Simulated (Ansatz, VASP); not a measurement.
# Yb in VASP and in Ansatz

Contents of INCAR:

```
SYSTEM = Yb
ALGO     = Normal         ! electronic algorithm
EDIFF    = 1E-7           ! SCF threshold, eV
ENCUT    = 520            ! plane-wave cutoff, eV
GGA      = PS             ! functional
ISIF     = 2              ! what is computed and relaxed
ISMEAR   = -1             ! smearing method
LASPH    = .TRUE.         ! aspherical terms in the spheres
LCHARG   = .FALSE.        ! write CHGCAR
LREAL    = .FALSE.        ! projectors in reciprocal space
LWAVE    = .FALSE.        ! write WAVECAR
NBANDS   = 18             ! bands
NELM     = 60             ! most SCF steps
PREC     = Accurate       ! precision mode
SIGMA    = 0.1            ! smearing width, eV
```

The input KPOINTS:

```
k-points
0
G
  11 11 11
  0 0 0
```

Contents of POSCAR:

```
Yb
1.0
    3.2924729649      0.0000000000      0.0000000000
    0.0000000000      3.2924729649      0.0000000000
    0.0000000000      0.0000000000      3.2924729649
Yb
1
Direct
    0.0000000000      0.0000000000      0.0000000000
```

Input for Ansatz:

```yaml
crystal:
  lattice:
    - [3.2924729649, 0.0, 0.0]
    - [0.0, 3.2924729649, 0.0]
    - [0.0, 0.0, 3.2924729649]
  atoms:
    - { symbol: Yb, position: [0.0, 0.0, 0.0] }
hamiltonian:
  xc: pbesol
  pseudopotentials:
    kind: paw
    azcp:
      Yb: "pseudopotentials/Yb.paw.azcp"
basis:
  ecutwfc: 420
  fft_grid_basis: typed
kpoints:
  mp_grid: { grid: [11, 11, 11], shift: [0, 0, 0] }
magnetization:
  spin_polarized: false
scf:
  occupations: { method: fermi_dirac, width: 0.1 }
  lower_state_search: "off"
output:
  stress: true
  write_density: true
  write_potential: true
  elf: true
  volumetric_format: npy
```

Alike in both runs: task single point; functional PBEsol; k mesh 11 × 11 × 11; occupations fermi-dirac, width 0.1 eV; no spin polarisation.

```csv
,VASP,Ansatz
version,VASP 6.6.1,Ansatz 0.2.0
potentials or method,"VASP PAW PBE potentials, release 64 (Yb), cutoff 520 eV","plane waves (420 eV) with PAW, scalar-relativistic"
valence electrons in the cell,24,24
```

Ansatz gave:

```
pressure (GPa) : -0.4
```

**Question.** What did VASP give for the same quantities?

**Answer.** Pressure (GPa): -0.6.

VASP's potentials were made for PBE, not for PBEsol, and Ansatz warns of the same on its side.

Neither program's run includes spin-orbit coupling.
